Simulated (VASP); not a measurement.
# Ti in VASP: notebook

Runs on Ti. Level: PBE. Tasks: relaxation of cell and atoms, single point.

Everything below comes from runs of VASP 6.6.1. Logs are shortened: lines on timing, memory, paths and dates and some standing lists are left out, and cuts for length are marked.

## 1. The cell of the first run

The structure is orthorhombic, space group Cmcm (No. 63). The conventional cell has a = 2.976 Å, b = 5.016 Å, c = 4.665 Å, α = 90.00°, β = 90.00°, γ = 90.00°. Ti (site symmetry m2m) has 12 Ti at 2.87 to 2.98 Å within 3.8 Å.

The cell was generated, and may not be a known phase.

## 2. Relaxation of cell and atoms, PBE

INCAR reads:

```
SYSTEM = Ti
PREC     = Accurate       ! precision mode
ENCUT    = 500            ! plane-wave cutoff, eV
EDIFF    = 1E-7           ! SCF threshold, eV
ISMEAR   = 0              ! smearing method
SIGMA    = 0.1            ! smearing width, eV
LREAL    = .FALSE.        ! projectors in reciprocal space
LASPH    = .TRUE.         ! aspherical terms in the spheres
NELM     = 120            ! most SCF steps
ALGO     = Normal         ! electronic algorithm
ISIF     = 3              ! what is computed and relaxed
LWAVE    = .FALSE.        ! write WAVECAR
LCHARG   = .FALSE.        ! write CHGCAR
GGA      = PE             ! functional
IBRION   = 2              ! ionic algorithm
NSW      = 100            ! ionic steps
EDIFFG   = -0.01          ! ionic threshold
GGA_COMPAT= .FALSE.      
NELMIN   = 4
```

KPOINTS reads:

```
regular mesh
0
G
  22 22 12
  0 0 0
```

POSCAR reads:

```
Ti
1.0
    1.4877652706     -2.5081038912      0.0000000000
    1.4877652706      2.5081038912      0.0000000000
    0.0000000000      0.0000000000      4.6651169663
Ti
2
Direct
    0.8266540019      0.1733459981      0.7500000000
    0.1733459981      0.8266540019      0.2500000000
```

Potentials or basis: VASP PAW PBE potentials, release 64 (Ti_sv).

The run is started by

```sh
> cat potpaw_PBE.64/Ti_sv/POTCAR > POTCAR
> mpirun -np 1 vasp_std > vasp.out
```

OUTCAR:

```text
SYSTEM = Ti
   PREC = Accurate
   ENCUT = 500
   EDIFF = 1E-7
   ISMEAR = 0
   LREAL = .FALSE.
   LASPH = .TRUE.
   NELM = 120
   ISIF = 3
   GGA = PE
   IBRION = 2
   NSW = 100
   EDIFFG = -0.01
   NELMIN = 4

 ion  position               nearest neighbor table
   1  0.827  0.173  0.750-   2 2.87   2 2.87   2 2.87   2 2.87   2 2.91   2 2.91
   2  0.173  0.827  0.250-   1 2.87   1 2.87   1 2.87   1 2.87   1 2.91   1 2.91

  LATTYP: Found a base centered orthorhombic cell.
 ALAT       =     2.9755305412
 B/A-ratio  =     1.6858196254
 C/A-ratio  =     1.5678269477

  Lattice vectors:

 A1 = (   1.4877652706,  -2.5081038912,   0.0000000000)
 A2 = (   1.4877652706,   2.5081038912,   0.0000000000)
 A3 = (   0.0000000000,   0.0000000000,   4.6651169663)

Analysis of symmetry for initial positions (statically):
=====================================================================
 Subroutine PRICEL returns:
 Original cell was already a primitive cell.

 Routine SETGRP: Setting up the symmetry group for a
 base centered orthorhombic supercell.

 Subroutine GETGRP returns: Found  8 space group operations
 (whereof  4 operations were pure point group operations)
 out of a pool of  8 trial point group operations.

The static configuration has the point symmetry C_2h.
 The point group associated with its full space group is D_2h.

Analysis of symmetry for dynamics (positions and initial velocities):
=====================================================================
 Subroutine PRICEL returns:
 Original cell was already a primitive cell.

 Routine SETGRP: Setting up the symmetry group for a
 base centered orthorhombic supercell.

 Subroutine GETGRP returns: Found  8 space group operations
 (whereof  4 operations were pure point group operations)
 out of a pool of  8 trial point group operations.

The dynamic configuration has the point symmetry C_2h.
 The point group associated with its full space group is D_2h.

 Subroutine INISYM returns: Found  8 space group operations
 (whereof  4 operations are pure point group operations),
 and found     1 'primitive' translations

----------------------------------------------------------------------------------------

                                     Primitive cell

  volume of cell :      34.8155

  direct lattice vectors                    reciprocal lattice vectors
     1.487765271 -2.508103891  0.000000000     0.336074521 -0.199353783  0.000000000
     1.487765271  2.508103891  0.000000000     0.336074521  0.199353783  0.000000000
     0.000000000  0.000000000  4.665116966     0.000000000  0.000000000  0.214356898

  length of vectors
     2.916167113  2.916167113  4.665116966     0.390753137  0.390753137  0.214356898

  position of ions in fractional coordinates (direct lattice)
     0.826654002  0.173345998  0.750000000
     0.173345998  0.826654002  0.250000000

  ion indices of the primitive-cell ions
   primitive index   ion index
                 1           1
                 2           2

----------------------------------------------------------------------------------------

 KPOINTS: regular mesh

Automatic generation of k-mesh.
 Grid dimensions read from file:
 generate k-points for:   22   22   12

 Generating k-lattice:

  Cartesian coordinates                     Fractional coordinates (reciprocal lattice)
     0.015276115 -0.009061536  0.000000000     0.045454545  0.000000000  0.000000000
     0.015276115  0.009061536  0.000000000     0.000000000  0.045454545  0.000000000
     0.000000000  0.000000000  0.017863075     0.000000000  0.000000000  0.083333333

  Length of vectors
     0.017761506  0.017761506  0.017863075

  Shift w.r.t. Gamma in fractional coordinates (k-lattice)
     0.000000000  0.000000000  0.000000000

 Subroutine IBZKPT returns following result:
 ===========================================

 Found    931 irreducible k-points:

 Following reciprocal coordinates:
            Coordinates               Weight
  0.000000  0.000000  0.000000      1.000000
  0.045455  0.000000  0.000000      4.000000
  0.090909  0.000000  0.000000      4.000000
  0.136364  0.000000  0.000000      4.000000
  0.181818  0.000000  0.000000      4.000000
  0.227273  0.000000  0.000000      4.000000
[... 16 lines left out ...]
  0.500000  0.045455  0.000000      4.000000
 -0.454545  0.045455  0.000000      4.000000
 [... further k-points ...]
   k-points           NKPTS =    931   k-points in BZ     NKDIM =    931   number of bands    NBANDS=     16
   number of dos      NEDOS =    301   number of ions     NIONS =      2
   total plane-waves  NPLWV =  20736
   dimension x,y,z NGX =    24 NGY =   24 NGZ =   36
   dimension x,y,z NGXF=    48 NGYF=   48 NGZF=   72
   ions per type =               2
   NGX,Y,Z   is equivalent  to a cutoff of  13.68, 13.68, 12.83 a.u.
   NGXF,Y,Z  is equivalent  to a cutoff of  27.36, 27.36, 25.66 a.u.
 SYSTEM =  Ti
   PREC   = accura    normal or accurate (medium, high low for compatibility)
   ISTART =      0    job   : 0-new  1-cont  2-samecut
   ICHARG =      2    charge: 1-file 2-atom 10-const
   ISPIN  =      1    spin polarized calculation?
   LNONCOLLINEAR =      F non collinear calculations
   LSORBIT =      F    spin-orbit coupling
   LASPH  =      T    aspherical Exc in radial PAW
   ENCUT  =  500.0 eV  36.75 Ry    6.06 a.u.   5.32  5.32  8.51*2*pi/ulx,y,z
   NELM   =    120;   NELMIN=  4; NELMDL= -5     # of ELM steps
   EDIFF  = 0.1E-06   stopping-criterion for ELM
   LREAL  =      F    real-space projection
   EDIFFG = -.1E-01   stopping-criterion for IOM
   NSW    =    100    number of steps for IOM
   IBRION =      2    ionic relax: 0-MD 1-quasi-New 2-CG
   NFREE  =      1    steps in history (QN), initial steepest desc. (CG)
   ISIF   =      3    stress and relaxation
   ISYM   =      2    0-nonsym 1-usesym 2-fastsym
   POTIM  = 0.5000    time-step for ionic-motion
   TEBEG  =    0.0;   TEEND  =   0.0 temperature during run
   PSTRESS=    0.0 pullay stress
   NELECT =      24.0000    total number of electrons
   NUPDOWN=      -1.0000    fix difference up-down
   EMIN   =  10.00;   EMAX   =-10.00  energy-range for DOS
   EFERMI =   0.00;   METHOD = LEGACY
   ISMEAR =     0;   SIGMA  =   0.10  broadening in eV -4-tet -1-fermi 0-gaus
   EFERMI_NEDOS =   21; number of points for ismear=-14 and -15
   IALGO  =     38    algorithm
   IMIX   =      4    mixing-type and parameters
     AMIX     =   0.40;   BMIX     =  1.00
     AMIX_MAG =   1.60;   BMIX_MAG =  1.00
  volume/ion in A,a.u.               =      17.41       117.47
  Fermi-wavevector in a.u.,A,eV,Ry     =   1.446176  2.732876 28.455557  2.091424
  Thomas-Fermi vector in A             =   2.564274
   LORBIT       =      0    0 simple, 1 ext, 2 COOP (PROOUT), +10 PAW based schemes
   GGA     = PE    functional components
   LHFCALC =     F    Hartree Fock is set to
   AEXX    =    0.0000 exact exchange contribution
   IVDW    =     0    specifies the selected vdW correction
   LEPSILON=     F    determine dielectric tensor
   LRPA    =     F    only Hartree local field effects (RPA)
 conjugate gradient relaxation of ions
 non-spin polarized calculation
 Gauss-broadening in eV      SIGMA  =   0.10
  energy-cutoff  :      500.00
  volume of cell :       34.82
 maximum number of plane-waves:       904
 NGX is ok and might be reduce to    24

--------------------------------------- Ionic step        1  -------------------------------------------

 number of electron      24.0000003 magnetization

 Free energy of the ion-electron system (eV)
  ---------------------------------------------------
  ext. energy  EPLUGINS =         0.00000000
  ---------------------------------------------------
  free energy    TOTEN  =       -15.67281602 eV

  energy without entropy =      -15.66230876  energy(sigma->0) =      -15.66756239

------------------------ aborting loop because EDIFF is reached ----------------------------------------

  FORCE on cell =-STRESS in cart. coord.  units (eV):
  Direction    XX          YY          ZZ          XY          YZ          ZX
  --------------------------------------------------------------------------------------
  -------------------------------------------------------------------------------------
  Total       -0.2468884      0.1474121     -0.1910386      0.0000000      0.0000000      0.0000000
  in kB      -11.3615825      6.7837739     -8.7914228      0.0000000      0.0000000      0.0000000
  external PRESSURE =      -4.4564105 kB  Pullay stress =       0.0000000 kB
[... 89 lines left out ...]
  FREE ENERGIE OF THE ION-ELECTRON SYSTEM (eV)
  ---------------------------------------------------
  free  energy   TOTEN  =       -15.6745462119 eV

  energy  without entropy=      -15.6643706740  energy(sigma->0) =      -15.66945844

[... ionic steps 4 to 10 ...]

--------------------------------------- Ionic step       11  -------------------------------------------

 number of electron      24.0000001 magnetization

------------------------ aborting loop because EDIFF is reached ----------------------------------------

  FORCE on cell =-STRESS in cart. coord.  units (eV):
  Direction    XX          YY          ZZ          XY          YZ          ZX
  --------------------------------------------------------------------------------------
  -------------------------------------------------------------------------------------
  Total        0.0024365      0.0237625      0.0157037      0.0000000      0.0000000      0.0000000
  in kB        0.1126180      1.0983214      0.7258389      0.0000000      0.0000000      0.0000000
  external PRESSURE =       0.6455928 kB  Pullay stress =       0.0000000 kB
[... 57 lines left out ...]
  energy  without entropy=      -15.6669866818  energy(sigma->0) =      -15.67193307

--------------------------------------- Ionic step       13  -------------------------------------------

 number of electron      24.0000001 magnetization

 Free energy of the ion-electron system (eV)
  ---------------------------------------------------
  ext. energy  EPLUGINS =         0.00000000
  ---------------------------------------------------
  free energy    TOTEN  =       -15.67689109 eV

  energy without entropy =      -15.66700606  energy(sigma->0) =      -15.67194858

 E-fermi :   8.3646     XC(G=0): -11.5053

 val. band max:        8.3639375216   @ k =   0.3636   0.2273   0.4167
 cond. band min:       8.3662151500   @ k =   0.4091   0.3636   0.4167
 fundamental gap:      0.0022776284
 Fermi energy:         8.3645793908

 k-point     1 :       0.0000    0.0000    0.0000
  band No.  band energies     occupation
      1     -48.5047      2.00000
      2     -48.3667      2.00000
      3     -25.0964      2.00000
      4     -24.4489      2.00000
      5     -24.4481      2.00000
      6     -24.3833      2.00000
[... 8 lines left out ...]
     15       9.6273      0.00000
     16       9.6311      0.00000
[... 420 lines left out ...]
  band No.  band energies     occupation
      1     -48.3932      2.00000
      2     -48.3413      2.00000
      3     -24.8976      2.00000
      4     -24.8096      2.00000
      5     -24.7768      2.00000
      6     -24.5897      2.00000
[... 8 lines left out ...]
     15       9.4649      0.00000
     16      11.5707      0.00000

 [... further k-points ...]

------------------------ aborting loop because EDIFF is reached ----------------------------------------

  FORCE on cell =-STRESS in cart. coord.  units (eV):
  Direction    XX          YY          ZZ          XY          YZ          ZX
  --------------------------------------------------------------------------------------
  -------------------------------------------------------------------------------------
  Total        0.0014686      0.0008253      0.0011251      0.0000000      0.0000000      0.0000000
  in kB        0.0678475      0.0381289      0.0519793      0.0000000      0.0000000      0.0000000
  external PRESSURE =       0.0526519 kB  Pullay stress =       0.0000000 kB
[... 17 lines left out ...]
  FREE ENERGIE OF THE ION-ELECTRON SYSTEM (eV)
  ---------------------------------------------------
  free  energy   TOTEN  =       -15.6768910929 eV

  energy  without entropy=      -15.6670060591  energy(sigma->0) =      -15.67194858

 reached required accuracy - stopping structural energy minimisation
```

It took 30 min on 1 thread of Intel Xeon 6975P-C (Granite Rapids), shared host; peak memory 0.55 GiB.

Results:

- Free energy: -15.6769 eV
- Relaxed volume: 17.34 Å³/atom
- Relaxed cell: a = 2.936 Å, b = 2.936 Å, c = 4.645 Å, α = 90.00°, β = 90.00°, γ = 119.97°
- Space group after relaxing (to 0.1 Å): P6_3/mmc (No. 194)
- Energy gained by relaxing: 2.0 meV/atom
- Ionic steps: 13
- Pressure after relaxing: 0.0 GPa
- Band gap on the k mesh: zero (bands 12 and 13 overlap by 1.15 eV)

Step by step:
| step | energy change (eV) | largest force (eV/Å) | pressure (GPa) | volume (Å³) |
| --- | --- | --- | --- | --- |
| 1 | 0.0000 | 0.0330 | -0.45 | 34.82 |
| 2 | -0.0017 | 0.0519 | 0.33 | 34.57 |
| 3 | -0.0017 | 0.0551 | 0.48 | 34.53 |
| 4 | -0.0024 | 0.0621 | -0.06 | 34.69 |
| 5 | -0.0024 | 0.0632 | -0.13 | 34.72 |
| 6 | -0.0029 | 0.0517 | -0.13 | 34.72 |
| 7 | -0.0039 | 0.0160 | -0.10 | 34.71 |
| 8 | -0.0030 | 0.0563 | -0.06 | 34.69 |
| 9 | -0.0040 | 0.0036 | -0.08 | 34.71 |
| 10 | -0.0040 | 0.0012 | 0.21 | 34.61 |
| 11 | -0.0041 | 0.0014 | 0.06 | 34.66 |
| 12 | -0.0041 | 0.0030 | -0.07 | 34.70 |
| 13 | -0.0041 | 0.0006 | 0.01 | 34.68 |

Final structure:
```
Ti
1.0
     1.46837   -2.54201    0.00000
     1.46837    2.54201    0.00000
     0.00000    0.00000    4.64543
Ti
2
Cartesian
  1.4684 -1.6940 3.4841
  1.4684 1.6940 1.1614
```

Levels at points of the mesh, in eV from the Fermi level:
```csv
k point,band 9,band 10,band 11,band 12,band 13,band 14,band 15,band 16
"(0.00, 0.00, 0.00)",-6.23,-2.70,0.76,0.77,0.77,0.88,1.26,1.27
"(0.50, 0.00, 0.00)",-2.36,-2.17,-1.86,-0.64,0.47,0.62,1.17,3.33
"(0.50, 0.50, 0.00)",-2.36,-2.17,-1.86,-0.64,0.46,0.63,1.17,3.33
"(0.00, 0.00, 0.50)",-4.36,-4.36,0.08,0.08,0.67,0.67,0.67,0.67
"(0.50, 0.00, 0.50)",-2.56,-2.56,-0.82,-0.82,1.32,1.32,1.72,1.72
"(0.50, 0.50, 0.50)",-2.56,-2.56,-0.82,-0.82,1.32,1.32,1.72,1.72
```

## 3. Single point, PBE

This run uses another cell than the first one: it holds 4 atoms, not 2.

INCAR reads:

```
  PREC = Accurate
  ENCUT = 520
  EDIFF = 1E-6
  ISMEAR = 0
  SIGMA = 0.1
  LREAL = False
  LASPH = True
  NELM = 100
  ALGO = Normal
  ISIF = 2
  LWAVE = False
  LCHARG = False
  GGA = PE
  NBANDS = 32
```

KPOINTS reads:

```
regular mesh
0
Gamma
  6 6 2
```

POSCAR reads:

```
Ti
1.0
    3.1452150183      0.0000000000      0.0000000000
   -1.5726075091      2.7238361062      0.0000000000
    0.0000000000      0.0000000000      8.5662360253
Ti
4
Direct
    0.0000000000      0.0000000000      0.2500000000
    0.0000000000      0.0000000000      0.7500000000
    0.3333333333      0.6666666667      0.7500000000
    0.6666666667      0.3333333333      0.2500000000
```

Potentials or basis: VASP PAW PBE potentials, release 64 (Ti_sv).

The run is started by

```sh
> cat potpaw_PBE.64/Ti_sv/POTCAR > POTCAR
> mpirun -np 1 vasp_std > vasp.out
```

Run time: 21 s. Hardware: 1 thread of AMD EPYC 9R45 (Zen 5), shared host; peak memory 0.15 GiB.

The run converged. Its results:

- Free energy: -10.2696 eV
- Pressure: 67.3 GPa
- Band gap on the k mesh: zero (bands 24 and 25 overlap by 1.98 eV)

Stress tensor (GPa, compression positive):
```
106.59   0.00   0.00
  0.00 106.59   0.00
  0.00   0.00 -11.41
```

Levels at points of the mesh, in eV from the Fermi level:
```csv
k point,band 21,band 22,band 23,band 24,band 25,band 26,band 27,band 28
"(0.00, 0.00, 0.00)",-0.83,-0.45,-0.45,-0.41,-0.41,2.14,2.14,2.15
"(0.50, 0.00, 0.00)",-1.63,-1.49,-1.49,-1.49,0.11,0.77,2.60,2.77
"(0.00, 0.00, 0.50)",-0.43,-0.43,-0.43,-0.43,1.74,1.74,2.14,2.14
"(0.50, 0.00, 0.50)",-1.69,-1.69,-1.49,-1.49,0.60,0.60,2.33,2.33
```

Caveat: the k points lie up to 0.38 Å⁻¹ apart, too coarse for converged energies and pressures of a metal; atoms lie so close that the PAW spheres overlap strongly, which falsifies energies and pressures.

## 4. Single point, PBE

This run uses another cell than the first one: it holds 4 atoms, not 2.

INCAR reads:

```
SYSTEM = Ti
PREC = Accurate ; ENCUT = 520
EDIFF = 1E-6 ; ISMEAR = 0
SIGMA = 0.1 ; LREAL = .FALSE.
LASPH = .TRUE. ; NELM = 80
ALGO = Normal ; ISIF = 2
LWAVE = .FALSE. ; LCHARG = .TRUE.
GGA = PE ; LELF = .TRUE.
LVHAR = .TRUE. ; NBANDS = 32
```

KPOINTS reads:

```
regular mesh
0
G
  6 6 2
  0 0 0
```

POSCAR reads:

```
Ti
1.0
    4.6115685341      0.0000000000      0.0000000000
   -2.3057842670      3.9937355018      0.0000000000
    0.0000000000      0.0000000000      4.2466938592
Ti
4
Direct
    0.0000000000      0.0000000000      0.2500000000
    0.0000000000      0.0000000000      0.7500000000
    0.3333333333      0.6666666667      0.7500000000
    0.6666666667      0.3333333333      0.2500000000
```

The run is started by

```sh
> cat potpaw_PBE.64/Ti_sv/POTCAR > POTCAR
> mpirun -np 1 vasp_std > vasp.out
```

Wall time 28 s (1 thread of AMD EPYC 9R45 (Zen 5), shared host); peak memory 0.15 GiB.

Results (log left out):

```
Free energy            : -27.5597 eV
Pressure               : 0.1 GPa
Band gap on the k mesh : zero (bands 24 and 25 overlap by 0.63 eV)
```

Stress tensor (GPa, compression positive):
```
-0.22  0.00  0.00
 0.00 -0.22  0.00
 0.00  0.00  0.78
```

Levels at points of the mesh, in eV from the Fermi level:
```tsv
k point	band 20	band 21	band 22	band 23	band 24	band 25	band 26	band 27	band 28	band 29
(0.00, 0.00, 0.00)	-1.70	-1.22	-0.53	-0.53	-0.16	-0.16	0.38	0.38	1.01	1.01
(0.50, 0.00, 0.00)	-2.10	-1.88	-1.58	-0.55	-0.02	0.19	0.26	0.26	1.07	1.40
(0.00, 0.00, 0.50)	-1.08	-1.08	-1.08	0.46	0.46	0.46	0.46	1.23	1.23	1.82
(0.50, 0.00, 0.50)	-1.40	-0.87	-0.87	-0.49	-0.49	-0.10	-0.10	1.02	1.02	2.02
```

Caveat: the k points lie up to 0.74 Å⁻¹ apart, too coarse for converged energies and pressures of a metal.

## 5. Summary

| task | cell | k mesh | cutoff (eV) | gap on the mesh (eV) | pressure (GPa) |
| --- | --- | --- | --- | --- | --- |
| relaxation of cell and atoms | relaxed from a = 2.916, b = 2.916, c = 4.665 Å, angles 90.0, 90.0, 118.6°, 2 atoms, atomic positions A | 22 × 22 × 12 | 500 | none | 0.0 |
| single point | a = 3.145, b = 3.145, c = 8.566 Å, angles 90.0, 90.0, 120.0°, 4 atoms, atomic positions B | 6 × 6 × 2 | 520 | none | 67.3 |
| single point | a = 4.612, b = 4.612, c = 4.247 Å, angles 90.0, 90.0, 120.0°, 4 atoms, atomic positions B | 6 × 6 × 2 | 520 | none | 0.1 |

Alike in all rows: level PBE; potentials or basis VASP PAW PBE potentials, release 64 (Ti_sv); no spin polarisation; smearing gaussian 0.1 eV.

Caveats: some runs use coarse meshes; atoms lie so close that the PAW spheres overlap strongly, which falsifies energies and pressures (at least some runs).

Total energies depend on the potentials used, so only differences within one code and one set of settings carry meaning.

The gap in the log of VASP goes by the Fermi energy; the results here count the filled bands.